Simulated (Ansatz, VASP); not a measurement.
**Hf in VASP and in Ansatz**

```
Hf
1.0
     3.08316    0.00000    0.00000
    -1.54158    2.67009    0.00000
     0.00000    0.00000    4.87045
Hf
2
Direct
  0.33333 0.66667 0.25000
  0.66667 0.33333 0.75000
```

Alike in both runs: task single point; functional PBE; k mesh 6 × 6 × 4; occupations gaussian, width 0.1 eV; no spin polarisation.

```csv
,VASP,Ansatz
version,VASP 6.6.1,Ansatz 0.2.0
potentials or method,"VASP PAW PBE potentials, release 64 (Hf_pv), cutoff 520 eV","scalar-relativistic, plane waves, PAW"
valence electrons in the cell,20,52
```

Ansatz gave:

```
gap on the k mesh at the Fermi level (eV)                     : none
pressure (GPa)                                                : 14.8
traceless stress, the component that is largest in VASP (GPa) : 0.71
```

**Question.** What did VASP give for the same quantities?

**Answer.** gap on the k mesh at the Fermi level (eV): none; pressure (GPa): 14.4; traceless stress, the component that is largest in VASP (GPa): 0.59.

A gap of «none» marks a metal or a gap that the smearing closes. VASP's potentials hold 20 valence electrons a cell and Ansatz's 52, so a difference there can come from the potentials and not from the codes.

The k mesh is coarse, so the values compare programs but aren't converged. Spin-orbit coupling is off throughout.
